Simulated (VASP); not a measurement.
Crystal: AlN.

```
Al N
1.0
     0.00000    2.01887    2.01887
     2.01887    0.00000    2.01887
     2.01887    2.01887    0.00000
Al N
1 1
Cartesian
  0.0000 0.0000 0.0000
  2.0189 2.0189 2.0189
```

Base run:

| Item | Value |
| --- | --- |
| Program | VASP 6.6.1 |
| Functional | r2SCAN |
| Potentials or basis | VASP PAW PBE potentials, release 64 (Al, N) |
| Cutoff | 520 eV |
| k mesh | 8 × 8 × 8 |
| Occupations | gaussian, width 0.01 eV |
| Spin | no spin polarisation |

Its results: band gap on the k mesh 5.53 eV, indirect (least direct gap 6.58 eV); pressure -0.8 GPa.

**Question.** The run is repeated on the same cell with these changes: functional from r2SCAN to PBE. What comes out?

**Answer.** Band gap on the k mesh 4.65 eV, indirect (least direct gap 5.74 eV); pressure 6.1 GPa.

r2SCAN gives the wider gap, since meta-GGAs in the generalised Kohn-Sham scheme recover part of the derivative discontinuity.

Caveats: the PAW data sets were made with another functional, which shifts forces and pressure a little (some runs).

A k mesh can miss the band edges.
